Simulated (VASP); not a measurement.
# AlN (P6_3mc) in VASP: further runs

Runs on AlN. Level: LDA. Tasks: single point.

Program: VASP 6.6.1. These are calculated values, not measurements. Logs are shortened: lines on timing, memory, paths and dates and some standing lists are left out, and cuts for length are marked.

### 1 The cell of the first run

Symmetry: P6_3mc, No. 186, hexagonal system. Conventional cell: a = 3.076 Å, b = 3.076 Å, c = 4.955 Å, α = 90.00°, β = 90.00°, γ = 120.00°. Al (site symmetry 3m) has 4 N at 1.87 to 1.89 Å within 2.5 Å. N (site symmetry 3m) has 4 Al at 1.87 to 1.89 Å within 2.5 Å.

### 2 Single point, LDA

Input file INCAR:

```
SYSTEM = AlN
PREC     = Accurate       ! precision mode
ENCUT    = 520            ! plane-wave cutoff, eV
EDIFF    = 1E-6           ! SCF threshold, eV
ISMEAR   = 0              ! smearing method
SIGMA    = 0.01           ! smearing width, eV
LREAL    = .False.        ! projectors in reciprocal space
LASPH    = .True.         ! aspherical terms in the spheres
NELM     = 60             ! most SCF steps
ALGO     = Normal         ! electronic algorithm
ISIF     = 2              ! what is computed and relaxed
LWAVE    = .False.        ! write WAVECAR
LCHARG   = .False.        ! write CHGCAR
NBANDS   = 16             ! bands
```

Input file KPOINTS:

```
Automatic mesh
0
Gamma
  8 8 5
  0 0 0
```

Input file POSCAR:

```
AlN
1.0
    3.0763685530      0.0000000000      0.0000000000
   -1.5381842765      2.6642133183      0.0000000000
    0.0000000000      0.0000000000      4.9550627584
Al N
2 2
Direct
    0.3333333333      0.6666666667      0.0006008042
    0.6666666667      0.3333333333      0.5006008042
    0.3333333333      0.6666666667      0.3813991958
    0.6666666667      0.3333333333      0.8813991958
```

Potentials or basis: VASP PAW LDA potentials, release 64 (Al, N).

Run with:

```bash
$ cat potpaw_LDA.64/Al/POTCAR potpaw_LDA.64/N/POTCAR > POTCAR
$ mpirun -np 1 vasp_std > vasp.out
```

OUTCAR:

```text
SYSTEM = AlN
   PREC = Accurate
   ENCUT = 520
   EDIFF = 1E-6
   ISMEAR = 0
   LREAL = .False.
   LASPH = .True.
   NELM = 60
   ISIF = 2

 ion  position               nearest neighbor table
   1  0.333  0.667  0.001-   4 1.87   4 1.87   4 1.87   3 1.89   2 3.05   2 3.05   2 3.05   2 3.05
                             2 3.05   2 3.05
   2  0.667  0.333  0.501-   3 1.87   3 1.87   3 1.87   4 1.89   1 3.05   1 3.05   1 3.05   1 3.05
                             1 3.05   1 3.05
   3  0.333  0.667  0.381-   2 1.87   2 1.87   2 1.87   1 1.89
   4  0.667  0.333  0.881-   1 1.87   1 1.87   1 1.87   2 1.89

  LATTYP: Found a hexagonal cell.
 ALAT       =     3.0763685530
 C/A-ratio  =     1.6106856747

  Lattice vectors:

 A1 = (   3.0763685530,   0.0000000000,   0.0000000000)
 A2 = (  -1.5381842765,   2.6642133183,   0.0000000000)
 A3 = (   0.0000000000,   0.0000000000,   4.9550627584)

Analysis of symmetry for initial positions (statically):
=====================================================================
 Subroutine PRICEL returns:
 Original cell was already a primitive cell.

 Routine SETGRP: Setting up the symmetry group for a
 hexagonal supercell.

 Subroutine GETGRP returns: Found 12 space group operations
 (whereof  6 operations were pure point group operations)
 out of a pool of 24 trial point group operations.

The static configuration has the point symmetry C_3v.
 The point group associated with its full space group is C_6v.

Analysis of symmetry for dynamics (positions and initial velocities):
=====================================================================
 Subroutine PRICEL returns:
 Original cell was already a primitive cell.

 Routine SETGRP: Setting up the symmetry group for a
 hexagonal supercell.

 Subroutine GETGRP returns: Found 12 space group operations
 (whereof  6 operations were pure point group operations)
 out of a pool of 24 trial point group operations.

The dynamic configuration has the point symmetry C_3v.
 The point group associated with its full space group is C_6v.

 Subroutine INISYM returns: Found 12 space group operations
 (whereof  6 operations are pure point group operations),
 and found     1 'primitive' translations

----------------------------------------------------------------------------------------

                                     Primitive cell

  volume of cell :      40.6122

  direct lattice vectors                    reciprocal lattice vectors
[... 95 lines left out ...]
   IBRION =     -1    ionic relax: 0-MD 1-quasi-New 2-CG
   NFREE  =      0    steps in history (QN), initial steepest desc. (CG)
   ISIF   =      2    stress and relaxation
   ISYM   =      2    0-nonsym 1-usesym 2-fastsym
   POTIM  = 0.5000    time-step for ionic-motion
   TEBEG  =    0.0;   TEEND  =   0.0 temperature during run
   PSTRESS=    0.0 pullay stress
   NELECT =      16.0000    total number of electrons
   NUPDOWN=      -1.0000    fix difference up-down
   EMIN   =  10.00;   EMAX   =-10.00  energy-range for DOS
   EFERMI =   0.00;   METHOD = LEGACY
   ISMEAR =     0;   SIGMA  =   0.01  broadening in eV -4-tet -1-fermi 0-gaus
   EFERMI_NEDOS =   21; number of points for ismear=-14 and -15
   IALGO  =     38    algorithm
   IMIX   =      4    mixing-type and parameters
     AMIX     =   0.40;   BMIX     =  1.00
     AMIX_MAG =   1.60;   BMIX_MAG =  1.00
  volume/ion in A,a.u.               =      10.15        68.52
  Fermi-wavevector in a.u.,A,eV,Ry     =   1.200133  2.267922 19.596727  1.440319
  Thomas-Fermi vector in A             =   2.335977
   LORBIT       =      0    0 simple, 1 ext, 2 COOP (PROOUT), +10 PAW based schemes
   GGA     = CA    functional components
   LHFCALC =     F    Hartree Fock is set to
   AEXX    =    0.0000 exact exchange contribution
   IVDW    =     0    specifies the selected vdW correction
   LEPSILON=     F    determine dielectric tensor
   LRPA    =     F    only Hartree local field effects (RPA)
 non-spin polarized calculation
 Gauss-broadening in eV      SIGMA  =   0.01
  energy-cutoff  :      520.00
  volume of cell :       40.61
 maximum number of plane-waves:      1102
 NGX is ok and might be reduce to    24
   NGX = 11   NGY = 11   NGZ = 19

 number of electron      15.9999996 magnetization

 Free energy of the ion-electron system (eV)
  ---------------------------------------------------
  ext. energy  EPLUGINS =         0.00000000
  ---------------------------------------------------
  free energy    TOTEN  =       -32.83792794 eV

  energy without entropy =      -32.83792794  energy(sigma->0) =      -32.83792794

 E-fermi :   6.1932     XC(G=0): -11.3683

 val. band max:        6.1290963316   @ k =   0.0000   0.0000   0.0000
 cond. band min:      10.6373395806   @ k =   0.0000   0.0000   0.0000
 fundamental gap:      4.5082432491
 Fermi energy:         6.1932303356

 k-point     1 :       0.0000    0.0000    0.0000
  band No.  band energies     occupation
      1      -9.0372      2.00000
      2      -6.7533      2.00000
      3      -0.0344      2.00000
      4       5.3121      2.00000
      5       5.3121      2.00000
      6       5.9566      2.00000
[... 433 lines left out ...]
      3       0.7907      2.00000
      4       1.2083      2.00000
      5       4.0502      2.00000
      6       4.5975      2.00000
[... 8 lines left out ...]
     15      18.8213      0.00000
     16      20.0439      0.00000

 [... further k-points ...]

------------------------ aborting loop because EDIFF is reached ----------------------------------------

  FORCE on cell =-STRESS in cart. coord.  units (eV):
  Direction    XX          YY          ZZ          XY          YZ          ZX
  --------------------------------------------------------------------------------------
  -------------------------------------------------------------------------------------
  Total        0.6523754      0.6523754      0.1541777      0.0000000      0.0000000      0.0000000
  in kB       25.7366266     25.7366266      6.0824076      0.0000000      0.0000000      0.0000000
  external PRESSURE =      19.1852203 kB  Pullay stress =       0.0000000 kB

 VOLUME and BASIS-vectors are now :
 -----------------------------------------------------------------------------
  energy-cutoff  :      520.00
  volume of cell :       40.61
      direct lattice vectors                 reciprocal lattice vectors
     3.076368553  0.000000000  0.000000000     0.325058582  0.187672660  0.000000000
    -1.538184277  2.664213318  0.000000000     0.000000000  0.375345320  0.000000000
     0.000000000  0.000000000  4.955062758     0.000000000  0.000000000  0.201813791

 POSITION                                       TOTAL-FORCE (eV/Angst)
 -----------------------------------------------------------------------------------
     -0.00000      1.77614      0.00298        -0.000000      0.000000      0.001103
      1.53818      0.88807      2.48051         0.000000     -0.000000      0.001103
     -0.00000      1.77614      1.88986         0.000000      0.000000     -0.001103
      1.53818      0.88807      4.36739        -0.000000     -0.000000     -0.001103
 -----------------------------------------------------------------------------------
    total drift:                               -0.000000      0.000000     -0.000550

  FREE ENERGIE OF THE ION-ELECTRON SYSTEM (eV)
  ---------------------------------------------------
  free  energy   TOTEN  =       -32.8379279418 eV

  energy  without entropy=      -32.8379279418  energy(sigma->0) =      -32.83792794
```

OSZICAR:

```text
N       E                     dE             d eps       ncg     rms          rms(c)
DAV:   1     0.351299922125E+02    0.35130E+02   -0.73533E+03   960   0.896E+02
DAV:   2    -0.350081371189E+02   -0.70138E+02   -0.65512E+02  1328   0.179E+02
DAV:   3    -0.379970904547E+02   -0.29890E+01   -0.29830E+01  1176   0.374E+01
DAV:   4    -0.380116792637E+02   -0.14589E-01   -0.14588E-01  1216   0.315E+00
DAV:   5    -0.380118241079E+02   -0.14484E-03   -0.14484E-03  1168   0.307E-01    0.124E+01
DAV:   6    -0.329557068652E+02    0.50561E+01   -0.11472E+01  1008   0.242E+01    0.440E+00
DAV:   7    -0.328992515075E+02    0.56455E-01   -0.51950E-01  1192   0.475E+00    0.285E+00
DAV:   8    -0.328406652290E+02    0.58586E-01   -0.67285E-02  1040   0.218E+00    0.336E-01
DAV:   9    -0.328378316154E+02    0.28336E-02   -0.53426E-03  1248   0.525E-01    0.215E-01
DAV:  10    -0.328379733708E+02   -0.14176E-03   -0.55369E-04  1056   0.149E-01    0.104E-01
DAV:  11    -0.328379282372E+02    0.45134E-04   -0.81713E-05  1168   0.668E-02    0.185E-02
DAV:  12    -0.328379279418E+02    0.29541E-06   -0.12938E-06   944   0.887E-03
   1 F= -.32837928E+02 E0= -.32837928E+02  d E =-.241548E-22
```

Wall time 20 s (1 thread of Intel Xeon Platinum 8259CL at 2.50GHz (Skylake/Cascade Lake), shared host); peak memory 0.14 GiB.

Results:

```yaml
Free_energy: -32.8379 eV
Pressure: 1.9 GPa
Band_gap_on_the_k_mesh: 4.51 eV
```

Stress tensor (GPa, compression positive):
```
2.57 0.00 0.00
0.00 2.57 0.00
0.00 0.00 0.61
```

Caveat: an odd mesh through Γ misses points on the zone boundary, where band edges can lie.

### 3 Single point, LDA

Input file INCAR:

```
ALGO = Normal ; EDIFF = 1E-6
ENCUT = 520 ; ISIF = 2
ISMEAR = 0 ; LASPH = T
LCHARG = F ; LREAL = F
LWAVE = F ; NBANDS = 16
NELM = 60 ; PREC = Accurate
SIGMA = 0.01
```

Input file KPOINTS:

```
k-points
0
Gamma
  8 8 5
```

Input file POSCAR:

```
AlN
1.0
    3.0763685530      0.0000000000      0.0000000000
   -1.5381842765      2.6642133183      0.0000000000
    0.0000000000      0.0000000000      4.9531996042
Al N
2 2
Direct
    0.3333333333      0.6666666667      0.0000107455
    0.6666666667      0.3333333333      0.5000107455
    0.3333333333      0.6666666667      0.3819892545
    0.6666666667      0.3333333333      0.8819892545
```

Potentials or basis: VASP PAW LDA potentials, release 64 (Al, N).

Run with:

```bash
$ cat potpaw_LDA.64/Al/POTCAR potpaw_LDA.64/N/POTCAR > POTCAR
$ mpirun -np 1 vasp_std > vasp.out
```

Wall time 14 s (1 thread of Intel Xeon Platinum 8259CL at 2.50GHz (Skylake/Cascade Lake), shared host); peak memory 0.14 GiB.

Results (log left out):

| Quantity | Value |
| --- | --- |
| Free energy | -32.8374 eV |
| Pressure | 2.0 GPa |
| Largest force | 0.074 eV/Å |
| Band gap on the k mesh | 4.49 eV |

Forces in eV/Å, atoms in the order of the input:
```
Al   0.000  0.000  0.074
Al   0.000  0.000  0.074
N    0.000  0.000 -0.074
N    0.000  0.000 -0.074
```

Stress tensor (GPa, compression positive):
```
2.89 0.00 0.00
0.00 2.89 0.00
0.00 0.00 0.19
```

Levels at points of the mesh, in eV from the valence-band top:
| k point | band 6 | band 7 | band 8 | band 9 | band 10 | band 11 |
| --- | --- | --- | --- | --- | --- | --- |
| (0.00, 0.00, 0.00) | -0.20 | -0.20 | 0.00 | 4.49 | 6.86 | 10.70 |
| (0.50, 0.00, 0.00) | -2.11 | -1.83 | -0.70 | 5.72 | 5.80 | 8.34 |

Caveat: an odd mesh through Γ misses points on the zone boundary, where band edges can lie.
